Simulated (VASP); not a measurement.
# Ge in VASP: notebook

Ge is run at these levels: PBE; tasks: single point, relaxation of cell and atoms.

Everything below comes from runs of VASP 6.6.1. Logs are shortened: lines on timing, memory, paths and dates and some standing lists are left out, and cuts for length are marked.

## (1) The cell of the first run

The typed cell holds 4 atoms: a = 2.763 Å, b = 5.316 Å, c = 5.518 Å, α = 90.04°, β = 89.99°, γ = 90.03°.

## (2) Single point, PBE

The input, INCAR:

```
ALGO = Normal
EDIFF = 1E-6
ENCUT = 520
GGA = PE
ISIF = 2
ISMEAR = 0
LASPH = T
LCHARG = F
LREAL = F
LWAVE = F
NBANDS = 36
NELM = 80
PREC = Accurate
SIGMA = 0.2
```

The input, KPOINTS:

```
k-points
0
Gamma
  8 4 4
```

The input, POSCAR:

```
Ge
1.0
    0.0002286574      2.7631539655     -0.0006473751
   -0.0016326166     -0.0015095334      5.3163102521
    5.5184017406      0.0003804098     -0.0022397683
Ge
4
Direct
    0.5004642313      0.2501765076      0.2498739528
    0.4995785532      0.7501747802      0.2500626784
    0.5011291995      0.2498415970      0.7499595187
    0.4988280160      0.7498071152      0.7501038502
```

Potentials or basis: VASP PAW PBE potentials, release 64 (Ge_d).

Launch:

```sh
> cat potpaw_PBE.64/Ge_d/POTCAR > POTCAR
> mpirun -np 1 vasp_std > vasp.out
```

OUTCAR:

```text
EDIFF = 1E-6
   ENCUT = 520
   GGA = PE
   ISIF = 2
   ISMEAR = 0
   LASPH = T
   LREAL = F
   NELM = 80
   PREC = Accurate

 ion  position               nearest neighbor table
   1  0.500  0.250  0.250-   2 2.66   2 2.66   3 2.76   3 2.76
   2  0.500  0.750  0.250-   1 2.66   1 2.66   4 2.76   4 2.76
   3  0.501  0.250  0.750-   4 2.66   4 2.66   1 2.76   1 2.76
   4  0.499  0.750  0.750-   3 2.66   3 2.66   2 2.76   2 2.76

  LATTYP: Found a triclinic cell.
 ALAT       =     7.8091988417
 B/A-ratio  =     0.3538332301
 C/A-ratio  =     1.5682866885
 COS(alpha) =     0.0000881867
 COS(beta)  =     0.6366660205
 COS(gamma) =     0.7075592027

  Lattice vectors:

 A1 = (  -5.5179444258,   5.5259275212,   0.0009450181)
 A2 = (   0.0002286574,   2.7631539655,  -0.0006473751)
 A3 = ( -11.0351708646,   0.0007487138,  -5.3118307155)

Analysis of symmetry for initial positions (statically):
=====================================================================
 Subroutine PRICEL returns:
 Original cell was already a primitive cell.

 Routine SETGRP: Setting up the symmetry group for a
 triclinic supercell.

 Subroutine GETGRP returns: Found  1 space group operations
 (whereof  1 operations were pure point group operations)
 out of a pool of  2 trial point group operations.

The static configuration has the point symmetry C_1 .

Analysis of symmetry for dynamics (positions and initial velocities):
=====================================================================
 Subroutine PRICEL returns:
 Original cell was already a primitive cell.

 Routine SETGRP: Setting up the symmetry group for a
 triclinic supercell.

 Subroutine GETGRP returns: Found  1 space group operations
 (whereof  1 operations were pure point group operations)
 out of a pool of  2 trial point group operations.

The dynamic configuration has the point symmetry C_1 .

 Subroutine INISYM returns: Found  1 space group operations
 (whereof  1 operations are pure point group operations),
 and found     1 'primitive' translations

----------------------------------------------------------------------------------------

                                     Primitive cell

  volume of cell :      81.0641

  direct lattice vectors                    reciprocal lattice vectors
     0.000228657  2.763153965 -0.000647375    -0.000024906  0.361905303  0.000102753
    -0.001632617 -0.001509533  5.316310252     0.000076342  0.000044063  0.188100420
     5.518401741  0.000380410 -0.002239768     0.181211912 -0.000014983  0.000055645

  length of vectors
     2.763154051  5.316310717  5.518402208     0.361905318  0.188100441  0.181211921

  position of ions in fractional coordinates (direct lattice)
     0.500464231  0.250176508  0.249873953
     0.499578553  0.750174780  0.250062678
     0.501129199  0.249841597  0.749959519
     0.498828016  0.749807115  0.750103850

  ion indices of the primitive-cell ions
   primitive index   ion index
                 1           1
                 2           2
                 3           3
                 4           4

----------------------------------------------------------------------------------------

 KPOINTS: k-points

Automatic generation of k-mesh.
 Grid dimensions read from file:
 generate k-points for:    8    4    4

 Generating k-lattice:

  Cartesian coordinates                     Fractional coordinates (reciprocal lattice)
    -0.000003113  0.045238163  0.000012844     0.125000000  0.000000000 -0.000000000
     0.000019085  0.000011016  0.047025105     0.000000000  0.250000000  0.000000000
     0.045302978 -0.000003746  0.000013911    -0.000000000  0.000000000  0.250000000

  Length of vectors
     0.045238165  0.047025110  0.045302980

  Shift w.r.t. Gamma in fractional coordinates (k-lattice)
     0.000000000  0.000000000  0.000000000

 Subroutine IBZKPT returns following result:
 ===========================================

 Found     68 irreducible k-points:

 Following reciprocal coordinates:
            Coordinates               Weight
  0.000000  0.000000  0.000000      1.000000
  0.125000  0.000000 -0.000000      2.000000
  0.250000  0.000000 -0.000000      2.000000
  0.375000 -0.000000  0.000000      2.000000
  0.500000  0.000000 -0.000000      1.000000
  0.000000  0.250000 -0.000000      2.000000
[... 16 lines left out ...]
  0.500000  0.000000  0.250000      2.000000
 -0.375000 -0.000000  0.250000      2.000000
 [... further k-points ...]
   k-points           NKPTS =     68   k-points in BZ     NKDIM =     68   number of bands    NBANDS=     36
   number of dos      NEDOS =    301   number of ions     NIONS =      4
   total plane-waves  NPLWV =  40320
   dimension x,y,z NGX =    24 NGY =   40 NGZ =   42
   dimension x,y,z NGXF=    48 NGYF=   80 NGZF=   84
   ions per type =               4
   NGX,Y,Z   is equivalent  to a cutoff of  14.44, 12.51, 12.65 a.u.
   NGXF,Y,Z  is equivalent  to a cutoff of  28.88, 25.02, 25.31 a.u.
 SYSTEM =  unknown system
   PREC   = accura    normal or accurate (medium, high low for compatibility)
   ISTART =      0    job   : 0-new  1-cont  2-samecut
   ICHARG =      2    charge: 1-file 2-atom 10-const
   ISPIN  =      1    spin polarized calculation?
   LNONCOLLINEAR =      F non collinear calculations
   LSORBIT =      F    spin-orbit coupling
   LASPH  =      T    aspherical Exc in radial PAW
   ENCUT  =  520.0 eV  38.22 Ry    6.18 a.u.   5.14  9.88 10.26*2*pi/ulx,y,z
   NELM   =     80;   NELMIN=  2; NELMDL= -5     # of ELM steps
   EDIFF  = 0.1E-05   stopping-criterion for ELM
   LREAL  =      F    real-space projection
   EDIFFG = 0.1E-04   stopping-criterion for IOM
   NSW    =      0    number of steps for IOM
   IBRION =     -1    ionic relax: 0-MD 1-quasi-New 2-CG
   NFREE  =      0    steps in history (QN), initial steepest desc. (CG)
   ISIF   =      2    stress and relaxation
   ISYM   =      2    0-nonsym 1-usesym 2-fastsym
   POTIM  = 0.5000    time-step for ionic-motion
   TEBEG  =    0.0;   TEEND  =   0.0 temperature during run
   PSTRESS=    0.0 pullay stress
   NELECT =      56.0000    total number of electrons
   NUPDOWN=      -1.0000    fix difference up-down
   EMIN   =  10.00;   EMAX   =-10.00  energy-range for DOS
   EFERMI =   0.00;   METHOD = LEGACY
   ISMEAR =     0;   SIGMA  =   0.20  broadening in eV -4-tet -1-fermi 0-gaus
   EFERMI_NEDOS =   21; number of points for ismear=-14 and -15
   IALGO  =     38    algorithm
   IMIX   =      4    mixing-type and parameters
     AMIX     =   0.40;   BMIX     =  1.00
     AMIX_MAG =   1.60;   BMIX_MAG =  1.00
  volume/ion in A,a.u.               =      20.27       136.76
  Fermi-wavevector in a.u.,A,eV,Ry     =   1.447198  2.734808 28.495799  2.094382
  Thomas-Fermi vector in A             =   2.565180
   LORBIT       =      0    0 simple, 1 ext, 2 COOP (PROOUT), +10 PAW based schemes
   GGA     = PE    functional components
   LHFCALC =     F    Hartree Fock is set to
   AEXX    =    0.0000 exact exchange contribution
   IVDW    =     0    specifies the selected vdW correction
   LEPSILON=     F    determine dielectric tensor
   LRPA    =     F    only Hartree local field effects (RPA)
 non-spin polarized calculation
 Gauss-broadening in eV      SIGMA  =   0.20
  energy-cutoff  :      520.00
  volume of cell :       81.06
 maximum number of plane-waves:      2200
 NGX is ok and might be reduce to    24

 number of electron      56.0000018 magnetization

 Free energy of the ion-electron system (eV)
  ---------------------------------------------------
  ext. energy  EPLUGINS =         0.00000000
  ---------------------------------------------------
  free energy    TOTEN  =       -16.96124896 eV

  energy without entropy =      -16.91704006  energy(sigma->0) =      -16.93914451

 E-fermi :   5.7174     XC(G=0): -10.8218

 val. band max:        5.7087350486   @ k =   0.0000   0.5000  -0.0000
 cond. band min:       5.7542171096   @ k =   0.2500   0.0000   0.5000
 fundamental gap:      0.0454820610
 Fermi energy:         5.7173930313

 k-point     1 :       0.0000    0.0000    0.0000
  band No.  band energies     occupation
      1     -18.9287      2.00000
      2     -18.9103      2.00000
      3     -18.8941      2.00000
      4     -18.8786      2.00000
      5     -18.8302      2.00000
      6     -18.7947      2.00000
[... 28 lines left out ...]
     35      14.9026      0.00000
     36      15.3343      0.00000

 k-point     2 :       0.1250    0.0000   -0.0000
  band No.  band energies     occupation
      1     -18.9238      2.00000
      2     -18.8959      2.00000
      3     -18.8737      2.00000
      4     -18.8614      2.00000
      5     -18.8285      2.00000
      6     -18.7679      2.00000
[... 28 lines left out ...]
     35      15.1732      0.00000
     36      15.2275      0.00000

 k-point     3 :       0.2500    0.0000   -0.0000
  band No.  band energies     occupation
      1     -18.9175      2.00000
      2     -18.8683      2.00000
      3     -18.8274      2.00000
      4     -18.8243      2.00000
      5     -18.8191      2.00000
      6     -18.7907      2.00000
[... 28 lines left out ...]
     35      12.9880      0.00000
     36      13.0937      0.00000

 k-point     4 :       0.3750   -0.0000    0.0000
  band No.  band energies     occupation
      1     -18.9128      2.00000
      2     -18.8491      2.00000
      3     -18.8202      2.00000
      4     -18.8185      2.00000
      5     -18.8073      2.00000
      6     -18.8057      2.00000
[... 28 lines left out ...]
     35      11.4495      0.00000
     36      13.6728      0.00000

 k-point     5 :       0.5000    0.0000   -0.0000
  band No.  band energies     occupation
      1     -18.9110      2.00000
      2     -18.8430      2.00000
      3     -18.8299      2.00000
      4     -18.8184      2.00000
      5     -18.8180      2.00000
      6     -18.8168      2.00000
[... 655 lines left out ...]
 k-point    22 :       0.3750    0.0000    0.2500
  band No.  band energies     occupation
      1     -18.8985      2.00000
      2     -18.8546      2.00000
      3     -18.8168      2.00000
      4     -18.8099      2.00000
      5     -18.8082      2.00000
      6     -18.7950      2.00000
[... 28 lines left out ...]
     35      11.4155      0.00000
     36      12.2664      0.00000

 k-point    23 :       0.5000    0.0000    0.2500
  band No.  band energies     occupation
      1     -18.8964      2.00000
      2     -18.8492      2.00000
      3     -18.8282      2.00000
      4     -18.8198      2.00000
      5     -18.8076      2.00000
      6     -18.8056      2.00000
[... 28 lines left out ...]
     35      11.4539      0.00000
     36      11.7232      0.00000

 k-point    24 :      -0.3750   -0.0000    0.2500
  band No.  band energies     occupation
      1     -18.8985      2.00000
      2     -18.8546      2.00000
      3     -18.8168      2.00000
      4     -18.8099      2.00000
      5     -18.8082      2.00000
      6     -18.7950      2.00000
[... 28 lines left out ...]
     35      11.4127      0.00000
     36      12.2671      0.00000

 [... further k-points ...]
[... 5 lines left out ...]
  --------------------------------------------------------------------------------------
  -------------------------------------------------------------------------------------
  Total       -0.0194631     -0.0497012     -0.1573554     -0.0005644      0.0068098      0.0096395
  in kB       -0.3846755     -0.9823104     -3.1100221     -0.0111557      0.1345909      0.1905172
  external PRESSURE =      -1.4923360 kB  Pullay stress =       0.0000000 kB

 VOLUME and BASIS-vectors are now :
 -----------------------------------------------------------------------------
  energy-cutoff  :      520.00
  volume of cell :       81.06
      direct lattice vectors                 reciprocal lattice vectors
     0.000228657  2.763153965 -0.000647375    -0.000024906  0.361905303  0.000102753
    -0.001632617 -0.001509533  5.316310252     0.000076342  0.000044063  0.188100420
     5.518401741  0.000380410 -0.002239768     0.181211912 -0.000014983  0.000055645

 POSITION                                       TOTAL-FORCE (eV/Angst)
 -----------------------------------------------------------------------------------
      1.37861      1.38258      1.32913         0.001110      0.000009     -0.000141
      1.37884      1.37938      3.98728         0.000361     -0.000010     -0.000263
      4.13828      1.38461      1.32623        -0.000977     -0.000522     -0.000721
      4.13826      1.37749      3.98420        -0.000494      0.000522      0.001125
 -----------------------------------------------------------------------------------
    total drift:                                0.000002      0.000013     -0.000003

  FREE ENERGIE OF THE ION-ELECTRON SYSTEM (eV)
  ---------------------------------------------------
  free  energy   TOTEN  =       -16.9612489638 eV

  energy  without entropy=      -16.9170400583  energy(sigma->0) =      -16.93914451
```

It took 63 s on 1 thread of AMD EPYC 9R45 (Zen 5), shared host; peak memory 0.24 GiB.

What came out:

- Free energy: -16.9612 eV
- Pressure: -0.1 GPa
- Band gap on the k mesh: zero (band 28 reaches 6.94 eV, above the bottom of band 29 at 4.34 eV)

## (3) Relaxation of cell and atoms, PBE

This run uses another cell than the first one: it holds 1 atom, not 4.

The input, INCAR:

```
SYSTEM = Ge
PREC = Accurate ; ENCUT = 600
EDIFF = 1E-7 ; ISMEAR = 0
SIGMA = 0.1 ; LREAL = .FALSE.
LASPH = .TRUE. ; NELM = 80
ALGO = Normal ; ISIF = 3
LWAVE = .FALSE. ; LCHARG = .FALSE.
GGA = PE ; IBRION = 2
NSW = 100 ; EDIFFG = -0.01
```

The input, KPOINTS:

```
Automatic mesh
0
G
  20 20 20
  0 0 0
```

The input, POSCAR:

```
Ge
1.0
    2.6894343716      0.0000000000      0.0000000000
    0.0000000000      2.6894343716      0.0000000000
    0.0000000000      0.0000000000      2.7664778188
Ge
1
Direct
    0.5000000000      0.5000000000      0.5000000000
```

Potentials or basis: VASP PAW PBE potentials, release 64 (Ge_d).

Launch:

```sh
> cat potpaw_PBE.64/Ge_d/POTCAR > POTCAR
> mpirun -np 1 vasp_std > vasp.out
```

Wall time 2.7 min (1 thread of AMD EPYC 9R45 (Zen 5), shared host); peak memory 0.28 GiB.

Results (log left out):

```yaml
Free_energy: -4.2711 eV
Relaxed_volume: 19.94 Å³/atom
Relaxed_cell: a = 2.712 Å, b = 2.712 Å, c = 2.711 Å, α = 90.00°, β = 90.00°, γ = 90.00°
Space_group_after_relaxing_to_0.05_Å: Pm-3m (No. 221)
Energy_gained_by_relaxing: 3.3 meV/atom
Ionic_steps: 4
Pressure_after_relaxing: 0.0 GPa
Band_gap_on_the_k_mesh: zero (band 7 reaches 12.48 eV, above the bottom of band 8 at 3.39 eV)
```

Step by step:
```
step  energy change (eV)  largest force (eV/Å)  pressure (GPa)  volume (Å³)
   1              0.0000                0.0000           -0.11        20.01
   2             -0.0026                0.0000           -0.06        19.97
   3             -0.0031                0.0000            0.09        19.92
   4             -0.0033                0.0000           -0.04        19.94
```

Final structure:
```
Ge
1.0
     2.71180    0.00000    0.00000
     0.00000    2.71180    0.00000
     0.00000    0.00000    2.71129
Ge
1
Cartesian
  1.3559 1.3559 1.3556
```

Levels at points of the mesh, in eV from the Fermi level:
```csv
k point,band 5,band 6,band 7,band 8,band 9,band 10
"(0.00, 0.00, 0.00)",-24.41,-12.71,6.59,6.59,6.60,10.03
"(0.50, 0.00, 0.00)",-24.41,-9.00,-5.54,9.44,9.44,13.23
"(0.50, 0.50, 0.00)",-24.34,-5.08,-2.50,-2.50,3.21,12.22
"(0.00, 0.00, 0.50)",-24.41,-9.00,-5.54,9.44,9.44,13.23
"(0.50, 0.00, 0.50)",-24.34,-5.07,-2.50,-2.50,3.21,12.22
"(0.50, 0.50, 0.50)",-24.33,-0.55,0.35,0.35,0.35,6.91
```
